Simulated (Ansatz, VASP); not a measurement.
## CuO in VASP and in Ansatz

Contents of INCAR:

```
SYSTEM = CuO
ALGO = Normal
EDIFF = 1E-6
ENCUT = 820
GGA = PE
GGA_COMPAT = .FALSE.
ISIF = 2
ISMEAR = 0
LASPH = .TRUE.
LCHARG = .TRUE.
LELF = .TRUE.
LREAL = .FALSE.
LVHAR = .TRUE.
LWAVE = .FALSE.
NBANDS = 33
NELM = 120
PREC = Accurate
SIGMA = 0.1
```

The input KPOINTS:

```
k-points
0
G
  6 6 4
  0 0 0
```

The input POSCAR:

```
CuO
1.0
    2.3446500000     -1.7134000000      0.0000000000
    2.3446500000      1.7134000000      0.0000000000
   -0.8605500000      0.0000000000      5.0594400000
Cu O
2 2
Direct
    0.0032000000      0.4968000000      0.0000000000
    0.4968000000      0.0032000000      0.5000000000
    0.5714000000      0.4056000000      0.2537000000
    0.4056000000      0.5714000000      0.7537000000
```

Input for Ansatz:

```yaml
crystal:
  lattice:
    - [2.34465, -1.7134, 0.0]
    - [2.34465, 1.7134, 0.0]
    - [-0.86055, 0.0, 5.05944]
  atoms:
    - { symbol: Cu, position: [0.0032, 0.4968, 0.0] }
    - { symbol: Cu, position: [0.4968, 0.0032, 0.5] }
    - { symbol: O, position: [0.5714, 0.4056, 0.2537] }
    - { symbol: O, position: [0.4056, 0.5714, 0.7537] }
basis:
  ecutwfc: 420
kpoints:
  mp_grid: { grid: [6, 6, 4] }
hamiltonian:
  xc: pbe
scf:
  occupations: { method: gaussian, width: 0.1 }
output:
  forces: true
  stress: true
  eigenvalues: true
```

Alike in both runs: task single point; functional PBE; k mesh 6 × 6 × 4; occupations gaussian, width 0.1 eV; no spin polarisation.

|  | VASP | Ansatz |
| --- | --- | --- |
| version | VASP 6.6.1 | Ansatz 0.2.0 |
| potentials or method | VASP PAW PBE potentials, release 64 (Cu_sv_GW, O), cutoff 820 eV | scalar-relativistic, plane waves, PAW |
| valence electrons in the cell | 50 | 50 |

Ansatz gave:

| Property | Result |
| --- | --- |
| gap on the k mesh at the Fermi level (eV) | none |
| pressure (GPa) | 5.7 |
| traceless stress, the component that is largest in VASP (GPa) | -1.73 |
| rms of the force components (eV/Å) | 0.428 |

Question: Estimate VASP's values.

Answer: gap on the k mesh at the Fermi level (eV): none; pressure (GPa): 4.8; traceless stress, the component that is largest in VASP (GPa): -1.71; rms of the force components (eV/Å): 0.433.

Atom by atom the forces differ by 0.007 eV/Å (rms over components). A gap of «none» marks a metal or a gap that the smearing closes. With one functional, cell and mesh, what is left measures potentials, basis and numerics.

The k mesh is coarse, so the values compare programs but aren't converged.
